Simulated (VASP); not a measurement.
# Be (Im-3m) in VASP: notebook

Aim: see how the results for Be move with the level of theory and the settings. Levels: BLYP+D3(BJ), PBEsol+D3(BJ), PBEsol. Tasks: single point.

All numbers are computed with VASP 6.6.1; they aren't measurements. Logs are shortened: lines on timing, memory, paths and dates and some standing lists are left out, and cuts for length are marked.

## 1. The cell of the first run

The structure is cubic, space group Im-3m (No. 229). Conventional cell: a = 2.390 Å, b = 2.390 Å, c = 2.390 Å, α = 90.00°, β = 90.00°, γ = 90.00°. Be (site symmetry m-3m) has 14 Be at 2.07 to 2.39 Å within 2.7 Å.

## 2. Single point, BLYP+D3(BJ)

INCAR

```
SYSTEM = Be
  PREC = Accurate
  ENCUT = 520
  EDIFF = 1E-6
  ISMEAR = 1
  SIGMA = 0.1
  LREAL = .FALSE.
  LASPH = .TRUE.
  NELM = 100
  ALGO = Normal
  ISIF = 2
  LWAVE = .FALSE.
  LCHARG = .FALSE.
  GGA = B5
  ALDAX = 1.0
  AGGAX = 1.0
  AGGAC = 1.0
  ALDAC = 0.0
  IVDW = 12
  VDW_S6 = 1.0
  VDW_S8 = 2.6996
  VDW_A1 = 0.4298
  VDW_A2 = 4.2359
  NBANDS = 7
```

KPOINTS

```
Automatic mesh
0
G
  16 16 16
  0 0 0
```

POSCAR

```
Be
1.0
    2.0694899709     -0.0000000115     -0.0000000198
   -0.6898299795      1.9511338599     -0.0000000198
   -0.6898299795     -0.9755669013      1.6897315054
Be
1
Direct
    0.0000000000      0.0000000000      0.0000000000
```

Potentials or basis: VASP PAW PBE potentials, release 64 (Be).

On the command line:

```sh
cat potpaw_PBE.64/Be/POTCAR > POTCAR
mpirun -np 1 vasp_std > vasp.out
```

OUTCAR:

```text
SYSTEM = Be
   PREC = Accurate
   ENCUT = 520
   EDIFF = 1E-6
   ISMEAR = 1
   LREAL = .FALSE.
   LASPH = .TRUE.
   NELM = 100
   ISIF = 2
   GGA = B5
   IVDW = 12
 IVDW          = 12

 ion  position               nearest neighbor table
   1  0.000  0.000  0.000-

  LATTYP: Found a body centered cubic cell.
 ALAT       =     2.3896411836

  Lattice vectors:

 A1 = (   2.0694899709,  -0.0000000115,  -0.0000000198)
 A2 = (  -0.6898299795,   1.9511338599,  -0.0000000198)
 A3 = (  -0.6898299795,  -0.9755669013,   1.6897315054)

Analysis of symmetry for initial positions (statically):
=====================================================================
 Subroutine PRICEL returns:
 Original cell was already a primitive cell.

 Routine SETGRP: Setting up the symmetry group for a
 body centered cubic supercell.

 Subroutine GETGRP returns: Found 48 space group operations
 (whereof 48 operations were pure point group operations)
 out of a pool of 48 trial point group operations.

The static configuration has the point symmetry O_h .

Analysis of symmetry for dynamics (positions and initial velocities):
=====================================================================
 Subroutine PRICEL returns:
 Original cell was already a primitive cell.

 Routine SETGRP: Setting up the symmetry group for a
 body centered cubic supercell.

 Subroutine GETGRP returns: Found 48 space group operations
 (whereof 48 operations were pure point group operations)
 out of a pool of 48 trial point group operations.

The dynamic configuration has the point symmetry O_h .

 Subroutine INISYM returns: Found 48 space group operations
 (whereof 48 operations are pure point group operations),
 and found     1 'primitive' translations

----------------------------------------------------------------------------------------

                                     Primitive cell

  volume of cell :       6.8229

  direct lattice vectors                    reciprocal lattice vectors
     2.069489971 -0.000000012 -0.000000020     0.483210850  0.170840834  0.295904996
    -0.689829980  1.951133860 -0.000000020     0.000000006  0.512522503  0.295904996
    -0.689829980 -0.975566901  1.689731505     0.000000006  0.000000008  0.591810006

  length of vectors
     2.069489971  2.069489971  2.069489971     0.591810006  0.591810006  0.591810006

  position of ions in fractional coordinates (direct lattice)
     0.000000000  0.000000000  0.000000000

  ion indices of the primitive-cell ions
   primitive index   ion index
[... 75 lines left out ...]
   EDIFFG = 0.1E-04   stopping-criterion for IOM
   NSW    =      0    number of steps for IOM
   IBRION =     -1    ionic relax: 0-MD 1-quasi-New 2-CG
   NFREE  =      0    steps in history (QN), initial steepest desc. (CG)
   ISIF   =      2    stress and relaxation
   ISYM   =      2    0-nonsym 1-usesym 2-fastsym
   POTIM  = 0.5000    time-step for ionic-motion
   TEBEG  =    0.0;   TEEND  =   0.0 temperature during run
   PSTRESS=    0.0 pullay stress
   NELECT =       2.0000    total number of electrons
   NUPDOWN=      -1.0000    fix difference up-down
   EMIN   =  10.00;   EMAX   =-10.00  energy-range for DOS
   EFERMI =   0.00;   METHOD = LEGACY
   ISMEAR =     1;   SIGMA  =   0.10  broadening in eV -4-tet -1-fermi 0-gaus
   EFERMI_NEDOS =   21; number of points for ismear=-14 and -15
   IALGO  =     38    algorithm
   IMIX   =      4    mixing-type and parameters
     AMIX     =   0.40;   BMIX     =  1.00
     AMIX_MAG =   1.60;   BMIX_MAG =  1.00
  volume/ion in A,a.u.               =       6.82        46.04
  Fermi-wavevector in a.u.,A,eV,Ry     =   1.087499  2.055075 16.090981  1.182654
  Thomas-Fermi vector in A             =   2.223660
   LORBIT       =      0    0 simple, 1 ext, 2 COOP (PROOUT), +10 PAW based schemes
   GGA     = B5    functional components
   LHFCALC =     F    Hartree Fock is set to
   AEXX    =    0.0000 exact exchange contribution
   IVDW    =    12    specifies the selected vdW correction
   LEPSILON=     F    determine dielectric tensor
   LRPA    =     F    only Hartree local field effects (RPA)
 non-spin polarized calculation
 Methfessel and Paxton  Order N= 1 SIGMA  =   0.10
  energy-cutoff  :      520.00
  volume of cell :        6.82
 maximum number of plane-waves:       197
   NGX =  7   NGY =  7   NGZ =  7

 number of electron       2.0000000 magnetization

 Free energy of the ion-electron system (eV)
  ---------------------------------------------------
  ext. energy  EPLUGINS =         0.00000000
  ---------------------------------------------------
  free energy    TOTEN  =        -2.93600781 eV

  energy without entropy =       -2.93627007  energy(sigma->0) =       -2.93609523

 E-fermi :   9.4491     XC(G=0): -10.5788

 val. band max:        9.3558667002   @ k =  -0.4375   0.4375   0.3750
 cond. band min:       9.5869632810   @ k =   0.3125   0.2500   0.1250
 fundamental gap:      0.2310965808
 Fermi energy:         9.4491067938

 k-point     1 :       0.0000    0.0000    0.0000
  band No.  band energies     occupation
      1      -3.3587      2.00000
      2      31.0507      0.00000
      3      31.0507      0.00000
      4      31.0507      0.00000
      5      43.4123      0.00000
      6      43.4123      0.00000
      7      43.4123      0.00000
[... 221 lines left out ...]
 k-point    24 :       0.2500    0.1875   -0.0000
  band No.  band energies     occupation
      1       1.9341      2.00000
      2      15.5657      0.00000
      3      20.0164      0.00000
      4      25.1941      0.00000
      5      38.3654      0.00000
      6      39.5200      0.00000
      7      47.2970      0.00000

 [... further k-points ...]

------------------------ aborting loop because EDIFF is reached ----------------------------------------

 Edisp (eV)   -0.85497

 E8    (eV) :    -0.5624

  FORCE on cell =-STRESS in cart. coord.  units (eV):
  Direction    XX          YY          ZZ          XY          YZ          ZX
  --------------------------------------------------------------------------------------
  -------------------------------------------------------------------------------------
  Total       0.00388     0.00388     0.00388    -0.00000     0.00000     0.00000
  in kB       0.91185     0.91185     0.91185    -0.00000     0.00000     0.00000
  external pressure =        0.91 kB  Pullay stress =        0.00 kB

 VOLUME and BASIS-vectors are now :
 -----------------------------------------------------------------------------
  energy-cutoff  :      520.00
  volume of cell :        6.82
      direct lattice vectors                 reciprocal lattice vectors
     2.069489971 -0.000000012 -0.000000020     0.483210850  0.170840834  0.295904996
    -0.689829980  1.951133860 -0.000000020     0.000000006  0.512522503  0.295904996
    -0.689829980 -0.975566901  1.689731505     0.000000006  0.000000008  0.591810006

 POSITION                                       TOTAL-FORCE (eV/Angst)
 -----------------------------------------------------------------------------------
      0.00000      0.00000      0.00000         0.000000      0.000000     -0.000000
 -----------------------------------------------------------------------------------
    total drift:                                0.000000      0.000000     -0.000000

  FREE ENERGIE OF THE ION-ELECTRON SYSTEM (eV)
  ---------------------------------------------------
  free  energy   TOTEN  =        -3.7909733451 eV

  energy  without entropy=       -3.7912355996  energy(sigma->0) =       -3.79106076
```

Wall time 7.3 s (1 thread of AMD EPYC 7R43 (Zen 3), shared host); peak memory 0.08 GiB.

Results:

```yaml
Free_energy: -3.7910 eV
Pressure: 0.1 GPa
Band_gap_on_the_k_mesh: zero (band 1 reaches 14.02 eV, above the bottom of band 2 at 8.27 eV)
Dispersion_energy_per_atom: -0.855 eV
```

Levels at points of the mesh, in eV from the Fermi level:
| k point | band 1 | band 2 | band 3 | band 4 | band 5 | band 6 |
| --- | --- | --- | --- | --- | --- | --- |
| (0.00, 0.00, 0.00) | -12.81 | 21.60 | 21.60 | 21.60 | 33.96 | 33.96 |
| (0.50, 0.00, 0.00) | -5.58 | 1.10 | 13.73 | 17.24 | 22.56 | 29.56 |
| (0.50, 0.50, 0.50) | 4.57 | 4.57 | 4.57 | 10.89 | 10.89 | 21.75 |

Caveat: the PAW data sets were made with another functional, which shifts forces and pressure a little; pairwise dispersion overbinds metals, which lowers pressure and volume.

## 3. Single point, PBEsol+D3(BJ)

This run uses another cell than the first one, of 7.39 Å³/atom, 1.084 times its volume.

INCAR

```
SYSTEM = Be
PREC = Accurate
ENCUT = 520
EDIFF = 1E-7
ISMEAR = 1
SIGMA = 0.1
LREAL = .False.
LASPH = .True.
NELM = 60
ALGO = Normal
ISIF = 2
LWAVE = .False.
LCHARG = .False.
GGA = PS
IVDW = 12
NBANDS = 7
```

KPOINTS

```
Automatic mesh
0
Gamma
  16 16 16
  0 0 0
```

POSCAR

```
Be
1.0
    2.1255907965     -0.0000000118     -0.0000000204
   -0.7085302544      2.0040262255     -0.0000000204
   -0.7085302544     -1.0020130833      1.7355376382
Be
1
Direct
    0.0000000000      0.0000000000      0.0000000000
```

Potentials or basis: VASP PAW PBE potentials, release 64 (Be).

On the command line:

```sh
cat potpaw_PBE.64/Be/POTCAR > POTCAR
mpirun -np 1 vasp_std > vasp.out
```

Run time: 6.2 s. Hardware: 1 thread of AMD EPYC 7R43 (Zen 3), shared host; peak memory 0.08 GiB.

It converged, with:

```yaml
Free_energy: -4.1833 eV
Pressure: 0.4 GPa
Band_gap_on_the_k_mesh: zero (band 1 reaches 12.61 eV, above the bottom of band 2 at 7.15 eV)
Dispersion_energy_per_atom: -0.290 eV
```

Levels at points of the mesh, in eV from the Fermi level:
| k point | band 1 | band 2 | band 3 | band 4 |
| --- | --- | --- | --- | --- |
| (0.00, 0.00, 0.00) | -12.39 | 20.58 | 20.58 | 20.58 |
| (0.50, 0.00, 0.00) | -5.28 | 0.80 | 13.07 | 16.39 |
| (0.50, 0.50, 0.50) | 4.36 | 4.36 | 4.36 | 10.33 |

Caveat: the PAW data sets were made with another functional, which shifts forces and pressure a little; pairwise dispersion overbinds metals, which lowers pressure and volume.

## 4. Single point, PBEsol

This run uses another cell than the first one, of 7.74 Å³/atom, 1.135 times its volume.

INCAR

```
SYSTEM = Be
PREC = Accurate
ENCUT = 520
EDIFF = 1E-6
ISMEAR = 1
SIGMA = 0.1
LREAL = .FALSE.
LASPH = .TRUE.
NELM = 80
ALGO = Normal
ISIF = 2
LWAVE = .FALSE.
LCHARG = .TRUE.
GGA = PS
LELF = .TRUE.
LVHAR = .TRUE.
NBANDS = 7
```

KPOINTS

```
regular mesh
0
G
  16 16 16
  0 0 0
```

POSCAR

```
Be
1.0
    2.1586542981     -0.0000000120     -0.0000000207
   -0.7195514214      2.0351987939     -0.0000000207
   -0.7195514214     -1.0175993671      1.7625338745
Be
1
Direct
    0.0000000000      0.0000000000      0.0000000000
```

On the command line:

```sh
cat potpaw_PBE.64/Be/POTCAR > POTCAR
mpirun -np 1 vasp_std > vasp.out
```

It took 5.5 s on 1 thread of AMD EPYC 7R43 (Zen 3), shared host; peak memory 0.08 GiB.

It converged, with:

```yaml
Free_energy: -3.9011 eV
Pressure: 0.4 GPa
Band_gap_on_the_k_mesh: zero (band 1 reaches 12.05 eV, above the bottom of band 2 at 6.80 eV)
```

Levels at points of the mesh, in eV from the Fermi level:
```csv
k point,band 1,band 2,band 3,band 4,band 5,band 6
"(0.00, 0.00, 0.00)",-12.12,19.81,19.81,19.81,31.23,31.23
"(0.50, 0.00, 0.00)",-5.10,0.64,12.59,15.83,20.79,26.78
"(0.50, 0.50, 0.50)",4.20,4.20,4.20,10.09,10.09,18.94
```

Caveat: the PAW data sets were made with another functional, which shifts forces and pressure a little.

## 5. The runs side by side

| level | cell | gap on the mesh (eV) | pressure (GPa) |
| --- | --- | --- | --- |
| BLYP+D3(BJ) | a = 2.069 Å, angles 109.5°, 1 atom | none | 0.1 |
| PBEsol+D3(BJ) | a = 2.126 Å, angles 109.5°, 1 atom | none | 0.4 |
| PBEsol | a = 2.159 Å, angles 109.5°, 1 atom | none | 0.4 |

Alike in all rows: task single point; potentials or basis VASP PAW PBE potentials, release 64 (Be); no spin polarisation; k mesh 16 × 16 × 16; cutoff (eV) 520; smearing methfessel-paxton 0.1 eV.

Caveats: the PAW data sets were made with another functional, which shifts forces and pressure a little; pairwise dispersion overbinds metals, which lowers pressure and volume (some runs).

Total energies depend on the potentials used, so only differences within one code and one set of settings carry meaning.
